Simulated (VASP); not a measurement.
A run of VASP 6.6.1:

File INCAR:

```
SYSTEM = NbRu3
ALGO     = Normal         ! electronic algorithm
EDIFF    = 1E-8           ! SCF threshold, eV
ENCUT    = 520            ! plane-wave cutoff, eV
GGA      = CA             ! functional
ISIF     = 2              ! what is computed and relaxed
ISMEAR   = -1             ! smearing method
LASPH    = .True.         ! aspherical terms in the spheres
LCHARG   = .False.        ! write CHGCAR
LEFG     = .True.       
LREAL    = .False.        ! projectors in reciprocal space
LWAVE    = .False.        ! write WAVECAR
NBANDS   = 36             ! bands
NELM     = 100            ! most SCF steps
PREC     = Accurate       ! precision mode
SIGMA    = 0.05           ! smearing width, eV
```

Contents of KPOINTS:

```
k-points
0
Gamma
  9 9 9
  0 0 0
```

POSCAR

```
NbRu3
1.0
    3.8800000000      0.0000000000      0.0000000000
    0.0000000000      3.8800000000      0.0000000000
    0.0000000000      0.0000000000      3.8412000000
Nb Ru
1 3
Direct
    0.0000000000      0.0000000000      0.0000000000
    0.0000000000      0.5000000000      0.5000000000
    0.5000000000      0.0000000000      0.5000000000
    0.5000000000      0.5000000000      0.0000000000
```

Potentials or basis: VASP PAW LDA potentials, release 64 (Nb_sv, Ru_pv).

Launch:

```console
$ cat potpaw_LDA.64/Nb_sv/POTCAR potpaw_LDA.64/Ru_pv/POTCAR > POTCAR
$ mpirun -np 1 vasp_std > vasp.out
```

Hardware: 1 thread of AMD EPYC 9R45 96-Core Processor (Zen 5) (shared host).

Q: Estimate the wall time of this run.

A: It took 100 s on 1 thread of AMD EPYC 9R45 96-Core Processor (Zen 5), on a shared host, peak memory 0.21 GiB. Counts: scf iterations 16, k points 75.
